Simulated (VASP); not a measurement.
# GaSe4 (Pm-3m) in VASP: a series of runs

GaSe4 is run at these levels: PBE; tasks: relaxation of cell and atoms.

Program: VASP 6.6.1. These are calculated values, not measurements. Logs are shortened: lines on timing, memory, paths and dates and some standing lists are left out, and cuts for length are marked.

### 1 The cell of the first run

Symmetry: Pm-3m, No. 221, cubic system. Conventional cell: a = 5.353 Å, b = 5.353 Å, c = 5.353 Å, α = 90.00°, β = 90.00°, γ = 90.00°. Within 5.0 Å of Ga (site symmetry m-3m) lie 20 Se at 3.79 to 4.64 Å. Se (site symmetry 4/mmm) has 2 Se at 2.68 Å within 3.5 Å. Within 3.5 Å of Se (site symmetry m-3m) lie 6 Se at 2.68 Å.

### 2 Relaxation of cell and atoms, PBE

File INCAR:

```
SYSTEM = GaSe4
PREC = Accurate
ENCUT = 600
EDIFF = 1E-6
ISMEAR = 0
SIGMA = 0.1
LREAL = .False.
LASPH = .True.
NELM = 60
ALGO = Normal
ISIF = 3
LWAVE = .False.
LCHARG = .False.
GGA = PE
IBRION = 2
NSW = 90
EDIFFG = -0.04
```

File KPOINTS:

```
Automatic mesh
0
Gamma
  4 4 4
  0 0 0
```

File POSCAR:

```
GaSe4
1.0
    5.3528443000      0.0000000000      0.0000000000
    0.0000000000      5.3528443000      0.0000000000
    0.0000000000      0.0000000000      5.3528443000
Ga Se
1 4
Direct
    0.5000000000      0.5000000000      0.5000000000
    0.5000000000      0.0000000000      0.0000000000
    0.0000000000      0.5000000000      0.0000000000
    0.0000000000      0.0000000000      0.5000000000
    0.0000000000      0.0000000000      0.0000000000
```

Potentials or basis: VASP PAW PBE potentials, release 64 (Ga_d, Se).

Run with:

```console
> cat potpaw_PBE.64/Ga_d/POTCAR potpaw_PBE.64/Se/POTCAR > POTCAR
> mpirun -np 1 vasp_std > vasp.out
```

OUTCAR:

```text
SYSTEM = GaSe4
   PREC = Accurate
   ENCUT = 600
   EDIFF = 1E-6
   ISMEAR = 0
   LREAL = .False.
   LASPH = .True.
   NELM = 60
   ISIF = 3
   GGA = PE
   IBRION = 2
   NSW = 90
   EDIFFG = -0.04

 ion  position               nearest neighbor table
   1  0.500  0.500  0.500-
   2  0.500  0.000  0.000-   5 2.68   5 2.68
   3  0.000  0.500  0.000-   5 2.68   5 2.68
   4  0.000  0.000  0.500-   5 2.68   5 2.68
   5  0.000  0.000  0.000-   2 2.68   3 2.68   4 2.68   4 2.68   3 2.68   2 2.68

  LATTYP: Found a simple cubic cell.
 ALAT       =     5.3528443000

  Lattice vectors:

 A1 = (   5.3528443000,   0.0000000000,   0.0000000000)
 A2 = (   0.0000000000,   5.3528443000,   0.0000000000)
 A3 = (   0.0000000000,   0.0000000000,   5.3528443000)

Analysis of symmetry for initial positions (statically):
=====================================================================
 Subroutine PRICEL returns:
 Original cell was already a primitive cell.

 Routine SETGRP: Setting up the symmetry group for a
 simple cubic supercell.

 Subroutine GETGRP returns: Found 48 space group operations
 (whereof 48 operations were pure point group operations)
 out of a pool of 48 trial point group operations.

The static configuration has the point symmetry O_h .

Analysis of symmetry for dynamics (positions and initial velocities):
=====================================================================
 Subroutine PRICEL returns:
 Original cell was already a primitive cell.

 Routine SETGRP: Setting up the symmetry group for a
 simple cubic supercell.

 Subroutine GETGRP returns: Found 48 space group operations
 (whereof 48 operations were pure point group operations)
 out of a pool of 48 trial point group operations.

The dynamic configuration has the point symmetry O_h .

 Subroutine INISYM returns: Found 48 space group operations
 (whereof 48 operations are pure point group operations),
 and found     1 'primitive' translations

----------------------------------------------------------------------------------------

                                     Primitive cell

  volume of cell :     153.3747

  direct lattice vectors                    reciprocal lattice vectors
     5.352844300  0.000000000  0.000000000     0.186816568  0.000000000  0.000000000
     0.000000000  5.352844300  0.000000000     0.000000000  0.186816568  0.000000000
     0.000000000  0.000000000  5.352844300     0.000000000  0.000000000  0.186816568

  length of vectors
     5.352844300  5.352844300  5.352844300     0.186816568  0.186816568  0.186816568

  position of ions in fractional coordinates (direct lattice)
     0.500000000  0.500000000  0.500000000
     0.500000000  0.000000000  0.000000000
     0.000000000  0.500000000  0.000000000
     0.000000000  0.000000000  0.500000000
     0.000000000  0.000000000  0.000000000

  ion indices of the primitive-cell ions
   primitive index   ion index
                 1           1
                 2           2
                 3           3
                 4           4
                 5           5

----------------------------------------------------------------------------------------

 KPOINTS: Automatic mesh

Automatic generation of k-mesh.
 Grid dimensions read from file:
 generate k-points for:    4    4    4

 Generating k-lattice:

  Cartesian coordinates                     Fractional coordinates (reciprocal lattice)
     0.046704142  0.000000000  0.000000000     0.250000000  0.000000000  0.000000000
     0.000000000  0.046704142  0.000000000     0.000000000  0.250000000  0.000000000
     0.000000000  0.000000000  0.046704142     0.000000000  0.000000000  0.250000000

  Length of vectors
     0.046704142  0.046704142  0.046704142

  Shift w.r.t. Gamma in fractional coordinates (k-lattice)
     0.000000000  0.000000000  0.000000000

 Subroutine IBZKPT returns following result:
 ===========================================

 Found     10 irreducible k-points:

 Following reciprocal coordinates:
            Coordinates               Weight
  0.000000  0.000000  0.000000      1.000000
  0.250000  0.000000  0.000000      6.000000
  0.500000  0.000000  0.000000      3.000000
  0.250000  0.250000  0.000000     12.000000
  0.500000  0.250000  0.000000     12.000000
  0.500000  0.500000  0.000000      3.000000
  0.250000  0.250000  0.250000      8.000000
  0.500000  0.250000  0.250000     12.000000
  0.500000  0.500000  0.250000      6.000000
  0.500000  0.500000  0.500000      1.000000
   k-points           NKPTS =     10   k-points in BZ     NKDIM =     10   number of bands    NBANDS=     22
   number of dos      NEDOS =    301   number of ions     NIONS =      5
   total plane-waves  NPLWV = 110592
   dimension x,y,z NGX =    48 NGY =   48 NGZ =   48
   dimension x,y,z NGXF=    96 NGYF=   96 NGZF=   96
   ions per type =               1   4
   NGX,Y,Z   is equivalent  to a cutoff of  14.91, 14.91, 14.91 a.u.
   NGXF,Y,Z  is equivalent  to a cutoff of  29.82, 29.82, 29.82 a.u.
 SYSTEM =  GaSe4
   PREC   = accura    normal or accurate (medium, high low for compatibility)
   ISTART =      0    job   : 0-new  1-cont  2-samecut
   ICHARG =      2    charge: 1-file 2-atom 10-const
   ISPIN  =      1    spin polarized calculation?
   LNONCOLLINEAR =      F non collinear calculations
   LSORBIT =      F    spin-orbit coupling
   LASPH  =      T    aspherical Exc in radial PAW
   ENCUT  =  600.0 eV  44.10 Ry    6.64 a.u.  10.69 10.69 10.69*2*pi/ulx,y,z
   NELM   =     60;   NELMIN=  2; NELMDL= -5     # of ELM steps
   EDIFF  = 0.1E-05   stopping-criterion for ELM
   LREAL  =      F    real-space projection
   EDIFFG = -.4E-01   stopping-criterion for IOM
   NSW    =     90    number of steps for IOM
   IBRION =      2    ionic relax: 0-MD 1-quasi-New 2-CG
   NFREE  =      1    steps in history (QN), initial steepest desc. (CG)
   ISIF   =      3    stress and relaxation
   ISYM   =      2    0-nonsym 1-usesym 2-fastsym
   POTIM  = 0.5000    time-step for ionic-motion
   TEBEG  =    0.0;   TEEND  =   0.0 temperature during run
   PSTRESS=    0.0 pullay stress
   NELECT =      37.0000    total number of electrons
   NUPDOWN=      -1.0000    fix difference up-down
   EMIN   =  10.00;   EMAX   =-10.00  energy-range for DOS
   EFERMI =   0.00;   METHOD = LEGACY
   ISMEAR =     0;   SIGMA  =   0.10  broadening in eV -4-tet -1-fermi 0-gaus
   EFERMI_NEDOS =   21; number of points for ismear=-14 and -15
   IALGO  =     38    algorithm
   IMIX   =      4    mixing-type and parameters
     AMIX     =   0.40;   BMIX     =  1.00
     AMIX_MAG =   1.60;   BMIX_MAG =  1.00
  volume/ion in A,a.u.               =      30.67       207.00
  Fermi-wavevector in a.u.,A,eV,Ry     =   1.019117  1.925852 14.131009  1.038600
  Thomas-Fermi vector in A             =   2.152613
   LORBIT       =      0    0 simple, 1 ext, 2 COOP (PROOUT), +10 PAW based schemes
   GGA     = PE    functional components
   LHFCALC =     F    Hartree Fock is set to
   AEXX    =    0.0000 exact exchange contribution
   IVDW    =     0    specifies the selected vdW correction
   LEPSILON=     F    determine dielectric tensor
   LRPA    =     F    only Hartree local field effects (RPA)
 conjugate gradient relaxation of ions
 non-spin polarized calculation
 Gauss-broadening in eV      SIGMA  =   0.10
  energy-cutoff  :      600.00
  volume of cell :      153.37
 maximum number of plane-waves:      5137
 NGX is ok and might be reduce to    48
   NGX = 21   NGY = 21   NGZ = 21

--------------------------------------- Ionic step        1  -------------------------------------------

 number of electron      37.0000001 magnetization

 Free energy of the ion-electron system (eV)
  ---------------------------------------------------
  ext. energy  EPLUGINS =         0.00000000
  ---------------------------------------------------
  free energy    TOTEN  =       -14.83883183 eV

  energy without entropy =      -14.80452068  energy(sigma->0) =      -14.82167626

------------------------ aborting loop because EDIFF is reached ----------------------------------------

  FORCE on cell =-STRESS in cart. coord.  units (eV):
  Direction    XX          YY          ZZ          XY          YZ          ZX
  --------------------------------------------------------------------------------------
  -------------------------------------------------------------------------------------
  Total       -3.0051737     -3.0051737     -3.0051737      0.0000000     -0.0000000      0.0000000
  in kB      -31.3925303    -31.3925303    -31.3925303      0.0000000     -0.0000000      0.0000000
  external PRESSURE =     -31.3925303 kB  Pullay stress =       0.0000000 kB

 VOLUME and BASIS-vectors are now :
 -----------------------------------------------------------------------------
  energy-cutoff  :      600.00
  volume of cell :      153.37
      direct lattice vectors                 reciprocal lattice vectors
     5.352844300  0.000000000  0.000000000     0.186816568  0.000000000  0.000000000
     0.000000000  5.352844300  0.000000000     0.000000000  0.186816568  0.000000000
     0.000000000  0.000000000  5.352844300     0.000000000  0.000000000  0.186816568
[... 40 lines left out ...]
 POSITION                                       TOTAL-FORCE (eV/Angst)
 -----------------------------------------------------------------------------------
      2.59882      2.59882      2.59882        -0.000000     -0.000000      0.000000
      2.59882     -0.00000      0.00000         0.000000      0.000000     -0.000000
      0.00000      2.59882     -0.00000         0.000000      0.000000      0.000000
     -0.00000     -0.00000      2.59882         0.000000      0.000000      0.000000
      0.00000      0.00000      0.00000         0.000000      0.000000      0.000000
 -----------------------------------------------------------------------------------
    total drift:                                0.000000     -0.000000      0.000000

  FREE ENERGIE OF THE ION-ELECTRON SYSTEM (eV)
  ---------------------------------------------------
  free  energy   TOTEN  =       -14.9949344861 eV

  energy  without entropy=      -14.9594455834  energy(sigma->0) =      -14.97719003

--------------------------------------- Ionic step        3  -------------------------------------------

 number of electron      37.0000006 magnetization

 Free energy of the ion-electron system (eV)
  ---------------------------------------------------
  ext. energy  EPLUGINS =         0.00000000
  ---------------------------------------------------
  free energy    TOTEN  =       -14.99879616 eV

  energy without entropy =      -14.96409228  energy(sigma->0) =      -14.98144422

 E-fermi :   2.0087     XC(G=0):  -8.9440

 val. band max:        1.9969211998   @ k =   0.5000   0.5000   0.2500
 cond. band min:       2.0326117211   @ k =   0.2500   0.2500   0.2500
 fundamental gap:      0.0356905213
 Fermi energy:         2.0086820118

 k-point     1 :       0.0000    0.0000    0.0000
  band No.  band energies     occupation
      1     -13.2670      2.00000
      2     -12.2834      2.00000
      3     -12.2834      2.00000
      4     -12.2816      2.00000
      5     -12.2816      2.00000
      6     -12.2816      2.00000
[... 14 lines left out ...]
     21       6.4486      0.00000
     22       6.4486      0.00000
[... 245 lines left out ...]
 POSITION                                       TOTAL-FORCE (eV/Angst)
 -----------------------------------------------------------------------------------
      2.58561      2.58561      2.58561        -0.000000     -0.000000      0.000000
      2.58561     -0.00000      0.00000         0.000000     -0.000000      0.000000
      0.00000      2.58561     -0.00000        -0.000000      0.000000      0.000000
     -0.00000     -0.00000      2.58561         0.000000     -0.000000      0.000000
      0.00000      0.00000      0.00000         0.000000     -0.000000      0.000000
 -----------------------------------------------------------------------------------
    total drift:                                0.000000     -0.000000      0.000000

  FREE ENERGIE OF THE ION-ELECTRON SYSTEM (eV)
  ---------------------------------------------------
  free  energy   TOTEN  =       -14.9987961574 eV

  energy  without entropy=      -14.9640922773  energy(sigma->0) =      -14.98144422

 reached required accuracy - stopping structural energy minimisation
```

Wall time 91 s (1 thread of AMD EPYC 7R13 (Zen 3), shared host); peak memory 0.32 GiB.

What came out:

* Free energy: -14.9988 eV
* Relaxed volume: 27.66 Å³/atom
* Relaxed cell: a = 5.171 Å, b = 5.171 Å, c = 5.171 Å, α = 90.00°, β = 90.00°, γ = 90.00°
* Space group after relaxing (to 0.05 Å): Pm-3m (No. 221)
* Energy gained by relaxing: 32.0 meV/atom
* Ionic steps: 3
* Pressure after relaxing: 0.0 GPa

Step by step:
```csv
step,energy change (eV),largest force (eV/Å),pressure (GPa),volume (Å³)
1,0.0000,0.0000,-3.14,153.37
2,-0.1561,0.0000,-0.56,140.42
3,-0.1600,0.0000,0.00,138.29
```

Final structure:
```
Ga Se
1.0
     5.17123    0.00000    0.00000
     0.00000    5.17123    0.00000
     0.00000    0.00000    5.17123
Ga Se
1 4
Direct
  0.50000 0.50000 0.50000
  0.50000 0.00000 0.00000
  0.00000 0.50000 0.00000
  0.00000 0.00000 0.50000
  0.00000 0.00000 0.00000
```

Levels at points of the mesh, in eV from the Fermi level:
| k point | band 15 | band 16 | band 17 | band 18 | band 19 | band 20 | band 21 | band 22 |
| --- | --- | --- | --- | --- | --- | --- | --- | --- |
| (0.00, 0.00, 0.00) | -0.83 | -0.83 | -0.51 | -0.51 | -0.51 | 4.44 | 4.44 | 4.44 |
| (0.50, 0.00, 0.00) | -1.48 | -0.92 | -0.58 | -0.50 | -0.50 | 0.90 | 2.48 | 3.73 |
| (0.50, 0.50, 0.00) | -1.25 | -1.25 | -0.97 | -0.47 | -0.47 | -0.02 | 0.66 | 2.67 |
| (0.50, 0.50, 0.50) | -1.13 | -1.13 | -0.95 | -0.95 | 0.54 | 0.69 | 0.69 | 0.69 |

### 3 Relaxation of cell and atoms, PBE

This run uses another cell than the first one, of 27.53 Å³/atom, 0.897 times its volume.

File INCAR:

```
PREC     = Accurate       # precision mode
ENCUT    = 600            # plane-wave cutoff, eV
EDIFF    = 1E-6           # SCF threshold, eV
ISMEAR   = 0              # smearing method
SIGMA    = 0.1            # smearing width, eV
LREAL    = F              # projectors in reciprocal space
LASPH    = T              # aspherical terms in the spheres
NELM     = 100            # most SCF steps
ALGO     = Normal         # electronic algorithm
ISIF     = 3              # what is computed and relaxed
LWAVE    = F              # write WAVECAR
LCHARG   = F              # write CHGCAR
GGA      = PE             # functional
IBRION   = 2              # ionic algorithm
NSW      = 100            # ionic steps
EDIFFG   = -0.01          # ionic threshold
```

File KPOINTS:

```
regular mesh
0
Gamma
  8 8 8
```

POSCAR, as its differences from that of step 2:

```diff
@@ -2,5 +2,5 @@
 1.0
-    5.3528443000      0.0000000000      0.0000000000
-    0.0000000000      5.3528443000      0.0000000000
-    0.0000000000      0.0000000000      5.3528443000
+    5.1632085605      0.0000000000      0.0000000000
+    0.0000000000      5.1632085605      0.0000000000
+    0.0000000000      0.0000000000      5.1632085605
 Ga Se
```

Potentials or basis: VASP PAW PBE potentials, release 64 (Ga_d, Se).

Run with:

```console
> cat potpaw_PBE.64/Ga_d/POTCAR potpaw_PBE.64/Se/POTCAR > POTCAR
> mpirun -np 1 vasp_std > vasp.out
```

It took 2.7 min on 1 thread of Intel Xeon 6975P-C, shared host; peak memory 0.34 GiB.

It converged, with:

* Free energy: -15.0773 eV
* Relaxed volume: 27.22 Å³/atom
* Relaxed cell: a = 5.144 Å, b = 5.144 Å, c = 5.144 Å, α = 90.00°, β = 90.00°, γ = 90.00°
* Space group after relaxing (to 0.05 Å): Pm-3m (No. 221)
* Energy gained by relaxing: 0.5 meV/atom
* Ionic steps: 2
* Pressure after relaxing: 0.0 GPa

Step by step:
```
step  energy change (eV)  largest force (eV/Å)  pressure (GPa)  volume (Å³)
   1              0.0000                0.0000           -0.46       137.64
   2             -0.0023                0.0000           -0.01       136.09
```

Final structure:
```yaml
crystal:
  lattice:
    - [5.14364, 0.00000, 0.00000]
    - [0.00000, 5.14364, 0.00000]
    - [0.00000, 0.00000, 5.14364]
  atoms:
    - { symbol: Ga, position: [0.50000, 0.50000, 0.50000] }
    - { symbol: Se, position: [0.50000, 0.00000, 0.00000] }
    - { symbol: Se, position: [0.00000, 0.50000, 0.00000] }
    - { symbol: Se, position: [0.00000, 0.00000, 0.50000] }
    - { symbol: Se, position: [0.00000, 0.00000, 0.00000] }
```

Levels at points of the mesh, in eV from the Fermi level:
| k point | band 16 | band 17 | band 18 | band 19 | band 20 | band 21 | band 22 |
| --- | --- | --- | --- | --- | --- | --- | --- |
| (0.00, 0.00, 0.00) | -0.92 | -0.57 | -0.57 | -0.57 | 4.49 | 4.49 | 4.49 |
| (0.50, 0.00, 0.00) | -0.99 | -0.77 | -0.58 | -0.58 | 0.80 | 2.50 | 3.78 |
| (0.50, 0.50, 0.00) | -1.35 | -1.19 | -0.68 | -0.68 | -0.18 | 0.64 | 2.69 |
| (0.50, 0.50, 0.50) | -1.43 | -1.17 | -1.17 | 0.40 | 0.66 | 0.66 | 0.66 |
